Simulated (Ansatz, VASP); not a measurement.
Given: the input of a run of Ansatz 0.2.0 on Ca.

Contents of input.yaml:

```yaml
crystal:
  lattice:
    - [-2.273118, 2.141811, 2.337333]
    - [2.167922, -2.161285, 2.251611]
    - [2.329673, 2.217841, -2.356807]
  atoms:
    - { symbol: Ca, position: [0.0, 0.0, 0.0] }
kpoints:
  mp_grid: { grid: [8, 8, 8] }
scf:
  occupations: { method: gaussian, width: 0.05 }
hamiltonian:
  xc: pbe
  pseudopotentials: { kind: all_electron, lapw: { basis_error: 0.001 } }
output:
  forces: true
  stress: true
  eigenvalues: true
```

Potentials or basis: all-electron LAPW, scalar-relativistic.

Command:

```console
$ ansatz run input.yaml --threads 1 --pin off --max-ram 3072MiB --backend cpu --events-out ev --progress --plain --runs-dir out
```

Q: Set up the same calculation for VASP 6.6.1. Potentials there: VASP PAW PBE potentials, release 64 (Ca_sv).

A: As run (the cutoff follows the program's own potentials):

INCAR

```
SYSTEM = Ca
PREC = Accurate
ENCUT = 520
EDIFF = 1E-6
ISMEAR = 0
SIGMA = 0.05
LREAL = .FALSE.
LASPH = .TRUE.
NELM = 100
ALGO = Normal
ISIF = 2
LWAVE = .FALSE.
LCHARG = .FALSE.
GGA = PE
NBANDS = 11
```

The input KPOINTS:

```
regular mesh
0
G
  8 8 8
  0 0 0
```

The input POSCAR:

```
Ca
1.0
   -2.2731180000      2.1418110000      2.3373330000
    2.1679220000     -2.1612850000      2.2516110000
    2.3296730000      2.2178410000     -2.3568070000
Ca
1
Direct
    0.0000000000      0.0000000000      0.0000000000
```

Potentials or basis: VASP PAW PBE potentials, release 64 (Ca_sv).

Command:

```console
$ cat potpaw_PBE.64/Ca_sv/POTCAR > POTCAR
$ mpirun -np 1 vasp_std > vasp.out
```

Both were run:

|  | VASP | Ansatz | Ansatz less VASP |
| --- | --- | --- | --- |
| gap on the k mesh at the Fermi level (eV) | none | none | - |
| pressure (GPa) | -1.0 | -1.0 | -0.01 |
| traceless stress, the component that is largest in VASP (GPa) | 0.69 | 0.69 | +0.001 |

A gap of «none» marks a metal or a gap that the smearing closes. Ansatz ran all-electron here, and VASP with PAW potentials.
